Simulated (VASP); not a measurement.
Input of a VASP 6.6.1 run:

Contents of INCAR:

```
PREC = Accurate
ENCUT = 500
EDIFF = 1E-6
ISMEAR = -1
SIGMA = 0.1
LREAL = False
LASPH = True
NELM = 120
ALGO = Normal
ISIF = 2
LWAVE = False
LCHARG = False
GGA = RP
NBANDS = 14
GGA_COMPAT = False
```

Contents of KPOINTS:

```
regular mesh
0
Gamma
  8 8 8
```

File POSCAR:

```
Na
1.0
    0.0000000000      3.8838563201      3.8838563201
    3.8838563201      0.0000000000      3.8838563201
    3.8838563201      3.8838563201      0.0000000000
Na
2
Direct
    0.1250000000      0.1250000000      0.1250000000
    0.8750000000      0.8750000000      0.8750000000
```

Potentials or basis: VASP PAW PBE potentials, release 64 (Na_pv).

The run is started by

```bash
$ cat potpaw_PBE.64/Na_pv/POTCAR > POTCAR
$ mpirun -np 1 vasp_std > vasp.out
```

**Question.** Estimate the pressure.

**Answer.** 0.0 GPa.

**Question.** Estimate the band gap on the k mesh.

**Answer.** Zero (bands 7 and 8 overlap by 0.66 eV).

Caveat: the PAW data sets were made with another functional, which shifts forces and pressure a little.
